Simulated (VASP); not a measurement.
# CdO (rock salt type) in VASP: settings compared, part 2 of 2

VASP 6.6.1. The steps go on from the part before.

## 4. Single point, PBE

File INCAR:

```
SYSTEM = CdO
PREC = Accurate
ENCUT = 600
EDIFF = 1E-6
ISMEAR = -1
SIGMA = 0.1
LREAL = .False.
LASPH = .True.
NELM = 120
ALGO = Normal
ISIF = 2
LWAVE = .False.
LCHARG = .False.
GGA = PE
NBANDS = 16
GGA_COMPAT = .False.
```

File KPOINTS:

```
Automatic mesh
0
Gamma
  8 8 8
  0 0 0
```

File POSCAR:

```
CdO
1.0
    0.0000000000      2.3900000000      2.3900000000
    2.3900000000      0.0000000000      2.3900000000
    2.3900000000      2.3900000000      0.0000000000
Cd O
1 1
Direct
   -0.0041841004      0.0041841004      0.0041841004
    0.5000000000      0.5000000000      0.5000000000
```

Potentials or basis: VASP PAW PBE potentials, release 64 (Cd, O).

The run is started by

```bash
$ cat potpaw_PBE.64/Cd/POTCAR potpaw_PBE.64/O/POTCAR > POTCAR
$ mpirun -np 1 vasp_std > vasp.out
```

OUTCAR:

```text
SYSTEM = CdO
   PREC = Accurate
   ENCUT = 600
   EDIFF = 1E-6
   ISMEAR = -1
   LREAL = .False.
   LASPH = .True.
   NELM = 120
   ISIF = 2
   GGA = PE

 ion  position               nearest neighbor table
   1  0.996  0.004  0.004-   2 2.37   2 2.39   2 2.39   2 2.39   2 2.39   2 2.41
   2  0.500  0.500  0.500-   1 2.37   1 2.39   1 2.39   1 2.39   1 2.39   1 2.41

  LATTYP: Found a face centered cubic cell.
 ALAT       =     4.7800000000

  Lattice vectors:

 A1 = (   0.0000000000,   2.3900000000,   2.3900000000)
 A2 = (   2.3900000000,   0.0000000000,   2.3900000000)
 A3 = (   2.3900000000,   2.3900000000,   0.0000000000)

Analysis of symmetry for initial positions (statically):
=====================================================================
 Subroutine PRICEL returns:
 Original cell was already a primitive cell.

 Routine SETGRP: Setting up the symmetry group for a
 face centered cubic supercell.

 Subroutine GETGRP returns: Found  8 space group operations
 (whereof  8 operations were pure point group operations)
 out of a pool of 48 trial point group operations.

The static configuration has the point symmetry C_4v.

Analysis of symmetry for dynamics (positions and initial velocities):
=====================================================================
 Subroutine PRICEL returns:
 Original cell was already a primitive cell.

 Routine SETGRP: Setting up the symmetry group for a
 face centered cubic supercell.

 Subroutine GETGRP returns: Found  8 space group operations
 (whereof  8 operations were pure point group operations)
 out of a pool of 48 trial point group operations.

The dynamic configuration has the point symmetry C_4v.

 Subroutine INISYM returns: Found  8 space group operations
 (whereof  8 operations are pure point group operations),
 and found     1 'primitive' translations

----------------------------------------------------------------------------------------

                                     Primitive cell

  volume of cell :      27.3038

  direct lattice vectors                    reciprocal lattice vectors
     0.000000000  2.390000000  2.390000000    -0.209205021  0.209205021  0.209205021
     2.390000000  0.000000000  2.390000000     0.209205021 -0.209205021  0.209205021
     2.390000000  2.390000000  0.000000000     0.209205021  0.209205021 -0.209205021

  length of vectors
     3.379970414  3.379970414  3.379970414     0.362353725  0.362353725  0.362353725

  position of ions in fractional coordinates (direct lattice)
     0.995815900  0.004184100  0.004184100
     0.500000000  0.500000000  0.500000000

  ion indices of the primitive-cell ions
   primitive index   ion index
                 1           1
                 2           2

----------------------------------------------------------------------------------------

 KPOINTS: Automatic mesh

Automatic generation of k-mesh.
 Grid dimensions read from file:
 generate k-points for:    8    8    8

 Generating k-lattice:

  Cartesian coordinates                     Fractional coordinates (reciprocal lattice)
    -0.026150628  0.026150628  0.026150628     0.125000000  0.000000000  0.000000000
     0.026150628 -0.026150628  0.026150628     0.000000000  0.125000000  0.000000000
     0.026150628  0.026150628 -0.026150628     0.000000000  0.000000000  0.125000000

  Length of vectors
     0.045294216  0.045294216  0.045294216

  Shift w.r.t. Gamma in fractional coordinates (k-lattice)
     0.000000000  0.000000000  0.000000000

 Subroutine IBZKPT returns following result:
 ===========================================

 Found     59 irreducible k-points:

 Following reciprocal coordinates:
            Coordinates               Weight
  0.000000  0.000000  0.000000      1.000000
  0.125000  0.000000  0.000000      8.000000
  0.250000  0.000000  0.000000      8.000000
  0.375000  0.000000  0.000000      8.000000
  0.500000  0.000000  0.000000      4.000000
  0.125000  0.125000  0.000000      4.000000
[... 16 lines left out ...]
  0.000000  0.375000  0.250000      8.000000
  0.500000  0.250000  0.000000     16.000000
 [... further k-points ...]
   k-points           NKPTS =     59   k-points in BZ     NKDIM =     59   number of bands    NBANDS=     16
   number of dos      NEDOS =    301   number of ions     NIONS =      2
   total plane-waves  NPLWV =  21952
   dimension x,y,z NGX =    28 NGY =   28 NGZ =   28
   dimension x,y,z NGXF=    56 NGYF=   56 NGZF=   56
   ions per type =               1   1
   NGX,Y,Z   is equivalent  to a cutoff of  13.77, 13.77, 13.77 a.u.
   NGXF,Y,Z  is equivalent  to a cutoff of  27.54, 27.54, 27.54 a.u.
 SYSTEM =  CdO
   PREC   = accura    normal or accurate (medium, high low for compatibility)
   ISTART =      0    job   : 0-new  1-cont  2-samecut
   ICHARG =      2    charge: 1-file 2-atom 10-const
   ISPIN  =      1    spin polarized calculation?
   LNONCOLLINEAR =      F non collinear calculations
   LSORBIT =      F    spin-orbit coupling
   LASPH  =      T    aspherical Exc in radial PAW
   ENCUT  =  600.0 eV  44.10 Ry    6.64 a.u.   6.75  6.75  6.75*2*pi/ulx,y,z
   NELM   =    120;   NELMIN=  2; NELMDL= -5     # of ELM steps
   EDIFF  = 0.1E-05   stopping-criterion for ELM
   LREAL  =      F    real-space projection
   EDIFFG = 0.1E-04   stopping-criterion for IOM
   NSW    =      0    number of steps for IOM
   IBRION =     -1    ionic relax: 0-MD 1-quasi-New 2-CG
   NFREE  =      0    steps in history (QN), initial steepest desc. (CG)
   ISIF   =      2    stress and relaxation
   ISYM   =      2    0-nonsym 1-usesym 2-fastsym
   POTIM  = 0.5000    time-step for ionic-motion
   TEBEG  =    0.0;   TEEND  =   0.0 temperature during run
   PSTRESS=    0.0 pullay stress
   NELECT =      18.0000    total number of electrons
   NUPDOWN=      -1.0000    fix difference up-down
   EMIN   =  10.00;   EMAX   =-10.00  energy-range for DOS
   EFERMI =   0.00;   METHOD = LEGACY
   ISMEAR =    -1;   SIGMA  =   0.10  broadening in eV -4-tet -1-fermi 0-gaus
   EFERMI_NEDOS =   21; number of points for ismear=-14 and -15
   IALGO  =     38    algorithm
   IMIX   =      4    mixing-type and parameters
     AMIX     =   0.40;   BMIX     =  1.00
     AMIX_MAG =   1.60;   BMIX_MAG =  1.00
  volume/ion in A,a.u.               =      13.65        92.13
  Fermi-wavevector in a.u.,A,eV,Ry     =   1.424813  2.692506 27.621067  2.030091
  Thomas-Fermi vector in A             =   2.545264
   LORBIT       =      0    0 simple, 1 ext, 2 COOP (PROOUT), +10 PAW based schemes
   GGA     = PE    functional components
   LHFCALC =     F    Hartree Fock is set to
   AEXX    =    0.0000 exact exchange contribution
   IVDW    =     0    specifies the selected vdW correction
   LEPSILON=     F    determine dielectric tensor
   LRPA    =     F    only Hartree local field effects (RPA)
 non-spin polarized calculation
  energy-cutoff  :      600.00
  volume of cell :       27.30
 maximum number of plane-waves:       941
   NGX = 13   NGY = 13   NGZ = 13

 number of electron      17.9999997 magnetization

 Free energy of the ion-electron system (eV)
  ---------------------------------------------------
  ext. energy  EPLUGINS =         0.00000000
  ---------------------------------------------------
  free energy    TOTEN  =        -7.73238522 eV

  energy without entropy =       -7.73002468  energy(sigma->0) =       -7.73120495

 E-fermi :   1.9236     XC(G=0): -11.4122

 val. band max:        1.5651005174   @ k =   0.5000   0.0000   0.0000
 cond. band min:       2.4386198932   @ k =   0.1250   0.0000   0.0000
 fundamental gap:      0.8735193758
 Fermi energy:         1.9235765702

 k-point     1 :       0.0000    0.0000    0.0000
  band No.  band energies     occupation
      1     -15.4382      2.00000
      2      -5.0558      2.00000
      3      -5.0558      2.00000
      4      -5.0554      2.00000
      5      -4.7832      2.00000
      6      -4.7816      2.00000
[... 8 lines left out ...]
     15      19.0372      0.00000
     16      19.0418      0.00000

 k-point     2 :       0.1250    0.0000    0.0000
  band No.  band energies     occupation
      1     -15.3441      2.00000
      2      -5.1090      2.00000
      3      -5.0416      2.00000
      4      -5.0411      2.00000
      5      -4.8561      2.00000
      6      -4.8549      2.00000
[... 8 lines left out ...]
     15      19.6385      0.00000
     16      19.6387      0.00000
[... 387 lines left out ...]
      5      -4.7175      2.00000
      6      -4.5558      2.00000
[... 8 lines left out ...]
     15      24.6164      0.00000
     16      24.8494      0.00000

 k-point    24 :       0.5000    0.2500    0.0000
  band No.  band energies     occupation
      1     -14.8032      2.00000
      2      -5.4198      2.00000
      3      -5.1624      2.00000
      4      -5.1126      2.00000
      5      -4.6202      2.00000
      6      -4.5149      2.00000
[... 8 lines left out ...]
     15      23.6528      0.00000
     16      24.4242      0.00000

 [... further k-points ...]
[... 5 lines left out ...]
  --------------------------------------------------------------------------------------
  -------------------------------------------------------------------------------------
  Total        0.0131927      0.0008841      0.0008841     -0.0000000     -0.0000000      0.0000000
  in kB        0.7741421      0.0518786      0.0518786     -0.0000000     -0.0000000      0.0000000
  external PRESSURE =       0.2926331 kB  Pullay stress =       0.0000000 kB

 VOLUME and BASIS-vectors are now :
 -----------------------------------------------------------------------------
  energy-cutoff  :      600.00
  volume of cell :       27.30
      direct lattice vectors                 reciprocal lattice vectors
     0.000000000  2.390000000  2.390000000    -0.209205021  0.209205021  0.209205021
     2.390000000  0.000000000  2.390000000     0.209205021 -0.209205021  0.209205021
     2.390000000  2.390000000  0.000000000     0.209205021  0.209205021 -0.209205021

 POSITION                                       TOTAL-FORCE (eV/Angst)
 -----------------------------------------------------------------------------------
      0.02000      2.39000      2.39000        -0.057037      0.000000      0.000000
      2.39000      2.39000      2.39000         0.057037      0.000000      0.000000
 -----------------------------------------------------------------------------------
    total drift:                                0.000322      0.000000      0.000000

  FREE ENERGIE OF THE ION-ELECTRON SYSTEM (eV)
  ---------------------------------------------------
  free  energy   TOTEN  =        -7.7323852169 eV

  energy  without entropy=       -7.7300246759  energy(sigma->0) =       -7.73120495
```

OSZICAR:

```text
N       E                     dE             d eps       ncg     rms          rms(c)
DAV:   1     0.126719903695E+03    0.12672E+03   -0.11154E+04  1952   0.128E+03
DAV:   2    -0.584759159461E+01   -0.13257E+03   -0.12173E+03  2144   0.304E+02
DAV:   3    -0.955514100858E+01   -0.37075E+01   -0.37000E+01  2232   0.560E+01
DAV:   4    -0.956444798673E+01   -0.93070E-02   -0.93068E-02  2424   0.272E+00
DAV:   5    -0.956447593372E+01   -0.27947E-04   -0.27947E-04  2336   0.133E-01    0.990E+00
DAV:   6    -0.781679726594E+01    0.17477E+01   -0.52188E+00  2504   0.380E+01    0.866E+00
DAV:   7    -0.775308758947E+01    0.63710E-01   -0.72025E-01  1992   0.801E+00    0.426E+00
DAV:   8    -0.773532902844E+01    0.17759E-01   -0.10592E-01  1984   0.284E+00    0.688E-01
DAV:   9    -0.773226983266E+01    0.30592E-02   -0.71676E-03  2304   0.827E-01    0.123E-01
DAV:  10    -0.773234220780E+01   -0.72375E-04   -0.10388E-03  2160   0.313E-01    0.434E-02
DAV:  11    -0.773238869517E+01   -0.46487E-04   -0.55738E-05  2200   0.730E-02    0.150E-02
DAV:  12    -0.773238531749E+01    0.33777E-05   -0.79072E-06  2272   0.280E-02    0.552E-03
DAV:  13    -0.773238521691E+01    0.10058E-06   -0.52171E-07  1560   0.872E-03
   1 F= -.77323852E+01 E0= -.77312049E+01  d E =-.236054E-02
```

stdout:

```text
POSCAR found type information on POSCAR CdO
 POSCAR found :  2 types and       2 ions
 scaLAPACK will be used
 LDA part: xc-table for (Slater+PW92), standard interpolation
 POSCAR, INCAR and KPOINTS ok, starting setup
 FFT: planning ... GRIDC
 FFT: planning ... GRID_SOFT
 FFT: planning ... GRID
 WAVECAR not read
 entering main loop
```

It took 36 s on 1 thread of Intel Xeon Platinum 8375C at 2.90GHz (Ice Lake), shared host; peak memory 0.17 GiB.

What came out:

```yaml
Free_energy: -7.7324 eV
Pressure: 0.0 GPa
Largest_force: 0.057 eV/Å
Band_gap_on_the_k_mesh: zero (band 9 reaches 1.57 eV, above the bottom of band 10 at 1.04 eV)
```

Forces on the atoms (eV/Å):
```
Cd  -0.057  0.000  0.000
O    0.057  0.000  0.000
```

## 5. Single point, HSE06

This run uses another cell than the first one, of 12.56 Å³/atom, 0.920 times its volume.

File POSCAR:

```
CdO
1.0
    0.0000000000      2.3244872947      2.3244872947
    2.3244872947      0.0000000000      2.3244872947
    2.3244872947      2.3244872947      0.0000000000
Cd O
1 1
Direct
    0.0000000000      0.0000000000      0.0000000000
    0.5000000000      0.5000000000      0.5000000000
```

File INCAR.step1:

```
  PREC = Accurate
  ENCUT = 520
  EDIFF = 1E-5
  ISMEAR = -1
  SIGMA = 0.05
  LREAL = False
  LASPH = True
  NELM = 120
  ALGO = Normal
  ISIF = 2
  LWAVE = True
  LCHARG = False
  NBANDS = 16
  GGA = PE
  GGA_COMPAT = False
```

File INCAR.step2:

```
  PREC = Accurate
  ENCUT = 520
  EDIFF = 1E-6
  ISMEAR = -1
  SIGMA = 0.05
  LREAL = False
  LASPH = True
  NELM = 120
  ALGO = Normal
  ISIF = 2
  LWAVE = False
  LCHARG = False
  GGA = PE
  LHFCALC = True
  HFSCREEN = 0.2079
  PRECFOCK = Normal
  NBANDS = 16
  ISTART = 1
  GGA_COMPAT = False
```

File KPOINTS:

```
regular mesh
0
Gamma
  4 4 4
```

Potentials or basis: VASP PAW PBE potentials, release 64 (Cd, O).

The run is started by

```bash
$ cat potpaw_PBE.64/Cd/POTCAR potpaw_PBE.64/O/POTCAR > POTCAR
$ cp INCAR.step1 INCAR
$ mpirun -np 1 vasp_std > vasp.out
$ cp INCAR.step2 INCAR
$ mpirun -np 1 vasp_std > vasp.out
```

OUTCAR:

```text
PREC = Accurate
   ENCUT = 520
   EDIFF = 1E-6
   ISMEAR = -1
   LREAL = False
   LASPH = True
   NELM = 120
   ISIF = 2
   GGA = PE
   LHFCALC = True
   HFSCREEN = 0.2079
   PRECFOCK = Normal
   ISTART = 1

 ion  position               nearest neighbor table
   1  0.000  0.000  0.000-   2 2.32   2 2.32   2 2.32   2 2.32   2 2.32   2 2.32
   2  0.500  0.500  0.500-   1 2.32   1 2.32   1 2.32   1 2.32   1 2.32   1 2.32

[... 329 lines left out ...]
     15      22.3099      0.00000
     16      29.8462      0.00000

------------------------ aborting loop because EDIFF is reached ----------------------------------------

  FORCE on cell =-STRESS in cart. coord.  units (eV):
  Direction    XX          YY          ZZ          XY          YZ          ZX
  --------------------------------------------------------------------------------------
  -------------------------------------------------------------------------------------
  Total        1.1998251      1.1998251      1.1998251      0.0000000      0.0000000     -0.0000000
  in kB       76.5274101     76.5274101     76.5274101      0.0000000      0.0000000     -0.0000000
  external PRESSURE =      76.5274101 kB  Pullay stress =       0.0000000 kB

 VOLUME and BASIS-vectors are now :
 -----------------------------------------------------------------------------
  energy-cutoff  :      520.00
  volume of cell :       25.12
      direct lattice vectors                 reciprocal lattice vectors
     0.000000000  2.324487295  2.324487295    -0.215101197  0.215101197  0.215101197
     2.324487295  0.000000000  2.324487295     0.215101197 -0.215101197  0.215101197
     2.324487295  2.324487295  0.000000000     0.215101197  0.215101197 -0.215101197

 POSITION                                       TOTAL-FORCE (eV/Angst)
 -----------------------------------------------------------------------------------
      0.00000      0.00000      0.00000        -0.000000      0.000000      0.000000
      2.32449      2.32449      2.32449         0.000000     -0.000000      0.000000
 -----------------------------------------------------------------------------------
    total drift:                                0.000001      0.000026      0.000042

  FREE ENERGIE OF THE ION-ELECTRON SYSTEM (eV)
  ---------------------------------------------------
  free  energy   TOTEN  =        -9.9469529743 eV

  energy  without entropy=       -9.9469479362  energy(sigma->0) =       -9.94695046
```

Wall time 5.9 min (1 thread of Intel Xeon Platinum 8375C at 2.90GHz (Ice Lake), shared host); peak memory 0.25 GiB.

What came out:

```yaml
Free_energy: -9.9470 eV
Pressure: 7.7 GPa
Band_gap_on_the_k_mesh: 0.99 eV, indirect (least direct gap 2.48 eV)
```

Levels at points of the mesh, in eV from the valence-band top:
```tsv
k point	band 7	band 8	band 9	band 10	band 11	band 12
(0.00, 0.00, 0.00)	-1.49	-1.49	-1.49	0.99	16.62	19.02
(0.50, 0.00, 0.00)	-4.21	0.00	0.00	5.92	9.60	13.94
(0.50, 0.50, 0.00)	-4.84	-2.60	-2.60	5.76	10.62	12.82
```

Caveat: the k points lie up to 0.59 Å⁻¹ apart; the PAW data sets were made with another functional, which shifts forces and pressure a little. A k mesh can miss the band edges.

## 6. Summary

```csv
level,cell,k mesh,cutoff (eV),smearing,grid for exact exchange (PRECFOCK),screening parameter,gap on the mesh (eV),pressure (GPa)
r2SCAN,"a = 3.380 Å, angles 60.0°, 2 atoms",6 × 6 × 6,660,fermi-dirac 0.02 eV,-,-,none,-5.0
PBE,"a = 3.380 Å, angles 60.0°, 2 atoms",8 × 8 × 8,600,fermi-dirac 0.1 eV,-,-,none,0.0
HSE06,"a = 3.287 Å, angles 60.0°, 2 atoms",4 × 4 × 4,520,fermi-dirac 0.05 eV,Normal,0.2079 1/Å,0.99,7.7
```

Some of these runs hold the atoms at other places in the same cell, which the table doesn't show; runs alike in all that it shows share one row.

Alike in all rows: task single point; potentials or basis VASP PAW PBE potentials, release 64 (Cd, O); no spin polarisation.

Caveats: some runs use coarse meshes; the PAW data sets were made with another functional, which shifts forces and pressure a little (some runs).

Total energies depend on the potentials used, so only differences within one code and one set of settings carry meaning.
